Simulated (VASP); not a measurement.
A run of VASP 6.6.1:

Contents of INCAR:

```
SYSTEM = ZrPb2O3
PREC = Accurate ; ENCUT = 520
EDIFF = 1E-7 ; ISMEAR = 0
SIGMA = 0.1 ; LREAL = .FALSE.
LASPH = .TRUE. ; NELM = 60
ALGO = Normal ; ISIF = 2
LWAVE = .FALSE. ; LCHARG = .FALSE.
GGA = PE ; NBANDS = 38
```

KPOINTS

```
regular mesh
0
G
  4 4 4
  0 0 0
```

File POSCAR:

```
ZrPb2O3
1.0
    4.4945656000      0.0000000000      0.0000000000
    0.0000000000      4.4945656000      0.0000000000
    0.0000000000      0.0000000000      6.3002533200
Zr Pb O
1 2 3
Direct
    0.5000000000      0.5000000000      0.5000000000
    0.0000000000      0.0000000000      0.0000000000
    0.0000000000      0.0000000000      0.5000000000
    0.0000000000      0.0000000000      0.7648919600
    0.0000000000      0.0000000000      0.2351080400
    0.5000000000      0.5000000000      0.0000000000
```

Potentials or basis: VASP PAW PBE potentials, release 64 (Zr_sv, Pb_d, O).

Launch:

```sh
$ cat potpaw_PBE.64/Zr_sv/POTCAR potpaw_PBE.64/Pb_d/POTCAR potpaw_PBE.64/O/POTCAR > POTCAR
$ mpirun -np 1 vasp_std > vasp.out
```

Hardware: 1 thread of Intel(R) Xeon(R) 6975P-C (Granite Rapids), with other jobs on the host.

Problem. How long does it take, and how much memory?

Solution. Wall time 59 s on 1 thread of Intel(R) Xeon(R) 6975P-C (Granite Rapids), on a shared host, peak memory 0.28 GiB. Counts: scf iterations 18, k points 18.
